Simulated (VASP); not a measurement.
As2CO3, 6 atoms in the cell. It takes space group P6/mmm (No. 191, hexagonal). Conventional cell: a = 5.219 Å, b = 5.219 Å, c = 3.660 Å, α = 90.00°, β = 90.00°, γ = 120.00°. As (site symmetry -6m2) has 6 O at 2.37 Å and 3 C at 3.01 Å and 3 As at 3.01 Å within 3.1 Å. C (site symmetry 6/mmm) has 6 As at 3.01 Å and 12 O at 3.19 Å and 2 C at 3.66 Å within 4.0 Å. Within 3.2 Å of O (site symmetry mmm) lie 4 As at 2.37 Å and 4 O at 2.61 Å and 4 C at 3.19 Å. The cell was generated, and may not be a known phase.

```yaml
Program: VASP 6.6.1
Task: relaxation of cell and atoms
Functional: PBE
Potentials_or_basis: VASP PAW PBE potentials, release 64 (As, C, O)
Cutoff: 600 eV
k_mesh: 6 × 6 × 6
Occupations: gaussian, width 0.1 eV
Spin: no spin polarisation
Dipole_correction: no
Further_INCAR_settings: ALGO = Normal; EDIFF = 1e-07; IBRION = 2; EDIFFG = -0.04; NSW = 90; ISIF = 3
```

Potentials or basis: VASP PAW PBE potentials, release 64 (As, C, O).

Run with:

```sh
$ cat potpaw_PBE.64/As/POTCAR potpaw_PBE.64/C/POTCAR potpaw_PBE.64/O/POTCAR > POTCAR
$ mpirun -np 1 vasp_std > vasp.out
```

Hardware: 1 thread of AMD EPYC 9R45 96-Core Processor (Zen 5) (shared host).

Question: How long does it take, and how much memory?

Answer: Wall time 3.2 min on 1 thread of AMD EPYC 9R45 96-Core Processor (Zen 5), on a shared host, peak memory 0.24 GiB. Counts: scf iterations 83, k points 28, ion steps 7.
